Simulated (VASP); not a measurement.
**HRh2: single point with PBE**

The system is HRh2.

```
CELL_PARAMETERS angstrom
0.00000 2.62692 2.62692
2.62692 0.00000 2.62692
2.62692 2.62692 0.00000
ATOMIC_POSITIONS crystal
H 0.00000 0.00000 0.00000
Rh 0.25000 0.25000 0.25000
Rh 0.75000 0.75000 0.75000
```

```json
{"Program": "VASP 6.6.1", "Task": "single point", "Functional": "PBE", "Potentials or basis": "VASP PAW PBE potentials, release 64 (H, Rh_pv)", "Cutoff": "520 eV", "k mesh": "9 × 9 × 9", "Occupations": "fermi-dirac, width 0.05 eV", "Spin": "no spin polarisation", "Dipole correction": "no", "Further INCAR settings": "ALGO = Normal; EDIFF = 1e-07; NBANDS = 22"}
```

```
Pressure               : -9.6 GPa
Band gap on the k mesh : zero (an odd number of electrons rules out a gap without spin polarisation)
```

Levels at points of the mesh, in eV from the Fermi level:
| k point | band 11 | band 12 | band 13 | band 14 | band 15 | band 16 | band 17 | band 18 | band 19 | band 20 |
| --- | --- | --- | --- | --- | --- | --- | --- | --- | --- | --- |
| (0.00, 0.00, 0.00) | -4.08 | -4.08 | 0.50 | 0.50 | 0.50 | 1.96 | 1.96 | 3.14 | 10.67 | 10.67 |

Run time: 29 s on 1 thread of Intel(R) Xeon(R) Platinum 8259CL CPU @ 2.50GHz (Skylake/Cascade Lake), on a shared host, peak memory 0.17 GiB.

Caveat: the cell stands under tension.
